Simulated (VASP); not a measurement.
# LiCl (P6_3/mmc) in VASP: notebook

The runs below take LiCl through single point, with LDA, PBE.

Everything below comes from runs of VASP 6.6.1. Logs are shortened: lines on timing, memory, paths and dates and some standing lists are left out, and cuts for length are marked.

**1. The cell of the first run**

The structure is hexagonal, space group P6_3/mmc (No. 194). The conventional cell has a = 3.575 Å, b = 3.575 Å, c = 6.024 Å, α = 90.00°, β = 90.00°, γ = 120.00°. Within 3.4 Å of Li (site symmetry -3m) lie 6 Cl at 2.56 Å and 2 Li at 3.01 Å. Cl (site symmetry -6m2) has 6 Li at 2.56 Å within 3.4 Å.

**2. Single point, LDA**

INCAR

```
  PREC = Accurate
  ENCUT = 520
  EDIFF = 1E-6
  ISMEAR = 0
  SIGMA = 0.01
  LREAL = False
  LASPH = True
  NELM = 80
  ALGO = Normal
  ISIF = 2
  LWAVE = False
  LCHARG = False
  NBANDS = 18
```

KPOINTS

```
Automatic mesh
0
Gamma
  12 12 4
```

POSCAR

```
LiCl
1.0
    3.5749486122      0.0000000000      0.0000000000
   -1.7874743061      3.0959963154      0.0000000000
    0.0000000000      0.0000000000      6.0240820410
Li Cl
2 2
Direct
    0.0000000000      0.0000000000      0.0000000000
    0.0000000000      0.0000000000      0.5000000000
    0.3333333333      0.6666666667      0.2500000000
    0.6666666667      0.3333333333      0.7500000000
```

Potentials or basis: VASP PAW LDA potentials, release 64 (Li_sv, Cl).

Run with:

```sh
cat potpaw_LDA.64/Li_sv/POTCAR potpaw_LDA.64/Cl/POTCAR > POTCAR
mpirun -np 1 vasp_std > vasp.out
```

OUTCAR:

```text
PREC = Accurate
   ENCUT = 520
   EDIFF = 1E-6
   ISMEAR = 0
   LREAL = False
   LASPH = True
   NELM = 80
   ISIF = 2

 ion  position               nearest neighbor table
   1  0.000  0.000  0.000-   3 2.56   4 2.56   4 2.56   3 2.56   4 2.56   3 2.56
   2  0.000  0.000  0.500-   3 2.56   4 2.56   4 2.56   3 2.56   4 2.56   3 2.56
   3  0.333  0.667  0.250-   1 2.56   2 2.56   1 2.56   2 2.56   1 2.56   2 2.56
   4  0.667  0.333  0.750-   1 2.56   2 2.56   1 2.56   2 2.56   1 2.56   2 2.56

  LATTYP: Found a hexagonal cell.
 ALAT       =     3.5749486122
 C/A-ratio  =     1.6850821353

  Lattice vectors:

 A1 = (   3.5749486122,   0.0000000000,   0.0000000000)
 A2 = (  -1.7874743061,   3.0959963154,   0.0000000000)
 A3 = (   0.0000000000,   0.0000000000,   6.0240820410)

Analysis of symmetry for initial positions (statically):
=====================================================================
 Subroutine PRICEL returns:
 Original cell was already a primitive cell.

 Routine SETGRP: Setting up the symmetry group for a
 hexagonal supercell.

 Subroutine GETGRP returns: Found 24 space group operations
 (whereof 12 operations were pure point group operations)
 out of a pool of 24 trial point group operations.

The static configuration has the point symmetry D_3d.
 The point group associated with its full space group is D_6h.

Analysis of symmetry for dynamics (positions and initial velocities):
=====================================================================
 Subroutine PRICEL returns:
 Original cell was already a primitive cell.

 Routine SETGRP: Setting up the symmetry group for a
 hexagonal supercell.

 Subroutine GETGRP returns: Found 24 space group operations
 (whereof 12 operations were pure point group operations)
 out of a pool of 24 trial point group operations.

The dynamic configuration has the point symmetry D_3d.
 The point group associated with its full space group is D_6h.

 Subroutine INISYM returns: Found 24 space group operations
 (whereof 12 operations are pure point group operations),
 and found     1 'primitive' translations

----------------------------------------------------------------------------------------

[... 93 lines left out ...]
   LASPH  =      T    aspherical Exc in radial PAW
   ENCUT  =  520.0 eV  38.22 Ry    6.18 a.u.   6.65  6.65 11.20*2*pi/ulx,y,z
   NELM   =     80;   NELMIN=  2; NELMDL= -5     # of ELM steps
   EDIFF  = 0.1E-05   stopping-criterion for ELM
   LREAL  =      F    real-space projection
   EDIFFG = 0.1E-04   stopping-criterion for IOM
   NSW    =      0    number of steps for IOM
   IBRION =     -1    ionic relax: 0-MD 1-quasi-New 2-CG
   NFREE  =      0    steps in history (QN), initial steepest desc. (CG)
   ISIF   =      2    stress and relaxation
   ISYM   =      2    0-nonsym 1-usesym 2-fastsym
   POTIM  = 0.5000    time-step for ionic-motion
   TEBEG  =    0.0;   TEEND  =   0.0 temperature during run
   PSTRESS=    0.0 pullay stress
   NELECT =      20.0000    total number of electrons
   NUPDOWN=      -1.0000    fix difference up-down
   EMIN   =  10.00;   EMAX   =-10.00  energy-range for DOS
   EFERMI =   0.00;   METHOD = LEGACY
   ISMEAR =     0;   SIGMA  =   0.01  broadening in eV -4-tet -1-fermi 0-gaus
   EFERMI_NEDOS =   21; number of points for ismear=-14 and -15
   IALGO  =     38    algorithm
   IMIX   =      4    mixing-type and parameters
     AMIX     =   0.40;   BMIX     =  1.00
     AMIX_MAG =   1.60;   BMIX_MAG =  1.00
  volume/ion in A,a.u.               =      16.67       112.49
  Fermi-wavevector in a.u.,A,eV,Ry     =   1.095884  2.070920 16.340067  1.200961
  Thomas-Fermi vector in A             =   2.232216
   LORBIT       =      0    0 simple, 1 ext, 2 COOP (PROOUT), +10 PAW based schemes
   GGA     = CA    functional components
   LHFCALC =     F    Hartree Fock is set to
   AEXX    =    0.0000 exact exchange contribution
   IVDW    =     0    specifies the selected vdW correction
   LEPSILON=     F    determine dielectric tensor
   LRPA    =     F    only Hartree local field effects (RPA)
 non-spin polarized calculation
 Gauss-broadening in eV      SIGMA  =   0.01
  energy-cutoff  :      520.00
  volume of cell :       66.67
 maximum number of plane-waves:      1834
 NGX is ok and might be reduce to    28
   NGX = 13   NGY = 13   NGZ = 23

 number of electron      19.9999997 magnetization

 Free energy of the ion-electron system (eV)
  ---------------------------------------------------
  ext. energy  EPLUGINS =         0.00000000
  ---------------------------------------------------
  free energy    TOTEN  =       -16.08248094 eV

  energy without entropy =      -16.08248094  energy(sigma->0) =      -16.08248094

 E-fermi :   0.6498     XC(G=0):  -9.2139

 val. band max:        0.5912687408   @ k =   0.0833  -0.0000   0.0000
 cond. band min:       6.6163957426   @ k =   0.0000   0.0000   0.0000
 fundamental gap:      6.0251270018
 Fermi energy:         0.6497782100

 k-point     1 :       0.0000    0.0000    0.0000
  band No.  band energies     occupation
      1     -41.9390      2.00000
      2     -41.9299      2.00000
      3     -12.8339      2.00000
      4     -12.2908      2.00000
      5      -2.4307      2.00000
      6       0.3734      2.00000
[... 481 lines left out ...]
      5      -2.0390      2.00000
      6      -1.6158      2.00000
[... 10 lines left out ...]
     17      12.0437      0.00000
     18      12.6853      0.00000

 [... further k-points ...]

------------------------ aborting loop because EDIFF is reached ----------------------------------------

  FORCE on cell =-STRESS in cart. coord.  units (eV):
  Direction    XX          YY          ZZ          XY          YZ          ZX
  --------------------------------------------------------------------------------------
  -------------------------------------------------------------------------------------
  Total       -1.2776169     -1.2776169     -1.2411282      0.0000000      0.0000000      0.0000000
  in kB      -30.7008293    -30.7008293    -29.8240144      0.0000000      0.0000000      0.0000000
  external PRESSURE =     -30.4085577 kB  Pullay stress =       0.0000000 kB

 VOLUME and BASIS-vectors are now :
 -----------------------------------------------------------------------------
  energy-cutoff  :      520.00
  volume of cell :       66.67
      direct lattice vectors                 reciprocal lattice vectors
     3.574948612  0.000000000  0.000000000     0.279724301  0.161498900  0.000000000
    -1.787474306  3.095996315  0.000000000     0.000000000  0.322997800  0.000000000
     0.000000000  0.000000000  6.024082041     0.000000000  0.000000000  0.166000395

 POSITION                                       TOTAL-FORCE (eV/Angst)
 -----------------------------------------------------------------------------------
      0.00000      0.00000      0.00000        -0.000000      0.000000      0.000000
      0.00000      0.00000      3.01204        -0.000000      0.000000      0.000000
     -0.00000      2.06400      1.50602         0.000000     -0.000000     -0.000000
      1.78747      1.03200      4.51806        -0.000000      0.000000     -0.000000
 -----------------------------------------------------------------------------------
    total drift:                                0.000000     -0.000000     -0.000000

  FREE ENERGIE OF THE ION-ELECTRON SYSTEM (eV)
  ---------------------------------------------------
  free  energy   TOTEN  =       -16.0824809368 eV

  energy  without entropy=      -16.0824809368  energy(sigma->0) =      -16.08248094
```

OSZICAR:

```text
N       E                     dE             d eps       ncg     rms          rms(c)
DAV:   1     0.112226047342E+03    0.11223E+03   -0.82994E+03  2052   0.105E+03
DAV:   2    -0.609142342373E+01   -0.11832E+03   -0.11400E+03  2630   0.221E+02
DAV:   3    -0.160473299523E+02   -0.99559E+01   -0.99063E+01  3814   0.576E+01
DAV:   4    -0.162273439062E+02   -0.18001E+00   -0.17971E+00  2722   0.832E+00
DAV:   5    -0.162342302318E+02   -0.68863E-02   -0.68850E-02  3150   0.144E+00    0.336E+00
DAV:   6    -0.160994678245E+02    0.13476E+00   -0.17562E-01  2538   0.203E+00    0.231E+00
DAV:   7    -0.160827693586E+02    0.16698E-01   -0.60439E-02  3044   0.123E+00    0.103E+00
DAV:   8    -0.160825073854E+02    0.26197E-03   -0.11151E-02  2756   0.616E-01    0.167E-01
DAV:   9    -0.160824731571E+02    0.34228E-04   -0.47221E-04  2788   0.138E-01    0.743E-02
DAV:  10    -0.160824814805E+02   -0.83234E-05   -0.56581E-05  2958   0.491E-02    0.137E-02
DAV:  11    -0.160824809368E+02    0.54372E-06   -0.43010E-06  2716   0.139E-02
   1 F= -.16082481E+02 E0= -.16082481E+02  d E =-.797578E-19
```

stdout:

```text
POSCAR found type information on POSCAR LiCl
 POSCAR found :  2 types and       4 ions
 scaLAPACK will be used
 LDA part: xc-table for (Slater(with rela. corr.)+CA(PZ))
 , standard interpolation
 POSCAR, INCAR and KPOINTS ok, starting setup
 FFT: planning ... GRIDC
 FFT: planning ... GRID_SOFT
 FFT: planning ... GRID
 WAVECAR not read
 entering main loop
```

Wall time 44 s (1 thread of Intel Xeon 6975P-C (Granite Rapids), shared host); peak memory 0.18 GiB.

Results:

| Quantity | Value |
| --- | --- |
| Free energy | -16.0825 eV |
| Band gap on the k mesh | 6.03 eV, indirect (least direct gap 6.03 eV) |

Caveat: the cutoff is under 1.25 times the usual one of these potentials, so pressure, stress and relaxed cells hold a basis-set (Pulay) error. A k mesh can miss the band edges.

**3. Single point, PBE**

This run uses another cell than the first one, of 17.04 Å³/atom, 1.022 times its volume.

INCAR

```
SYSTEM = LiCl
PREC = Accurate
ENCUT = 520
EDIFF = 1E-6
ISMEAR = -1
SIGMA = 0.02
LREAL = .False.
LASPH = .True.
NELM = 60
ALGO = Normal
ISIF = 2
LWAVE = .False.
LCHARG = .False.
GGA = PE
NBANDS = 18
```

KPOINTS

```
Automatic mesh
0
Gamma
  12 12 4
  0 0 0
```

POSCAR

```
LiCl
1.0
    3.6004987331      0.0000000000      0.0000000000
   -1.8002493666      3.1181233692      0.0000000000
    0.0000000000      0.0000000000      6.0707120009
Li Cl
2 2
Direct
    0.0000000000      0.0000000000      0.0000000000
    0.0000000000      0.0000000000      0.5000000000
    0.3333333333      0.6666666667      0.2500000000
    0.6666666667      0.3333333333      0.7500000000
```

Potentials or basis: VASP PAW PBE potentials, release 64 (Li_sv, Cl).

Run with:

```sh
cat potpaw_PBE.64/Li_sv/POTCAR potpaw_PBE.64/Cl/POTCAR > POTCAR
mpirun -np 1 vasp_std > vasp.out
```

Wall time 57 s (1 thread of Intel Xeon 6975P-C (Granite Rapids), shared host); peak memory 0.2 GiB.

Results (log left out):

```yaml
Free_energy: -14.7122 eV
Band_gap_on_the_k_mesh: 6.23 eV, indirect (the least direct gap lies 3.7 meV higher)
```

Levels at points of the mesh, in eV from the valence-band top:
```tsv
k point	band 7	band 8	band 9	band 10	band 11	band 12	band 13	band 14
(0.00, 0.00, 0.00)	-0.20	-0.18	0.00	0.00	6.23	6.73	10.29	10.29
(0.50, 0.00, 0.00)	-1.85	-1.04	-0.74	-0.29	7.10	8.23	8.80	9.53
(0.00, 0.00, 0.50)	-0.10	-0.10	-0.10	-0.10	7.11	7.11	10.49	10.49
(0.50, 0.00, 0.50)	-0.90	-0.90	-0.69	-0.69	7.50	7.50	8.70	8.70
```

Caveat: the cutoff is under 1.25 times the usual one of these potentials, so pressure, stress and relaxed cells hold a basis-set (Pulay) error. A k mesh can miss the band edges.
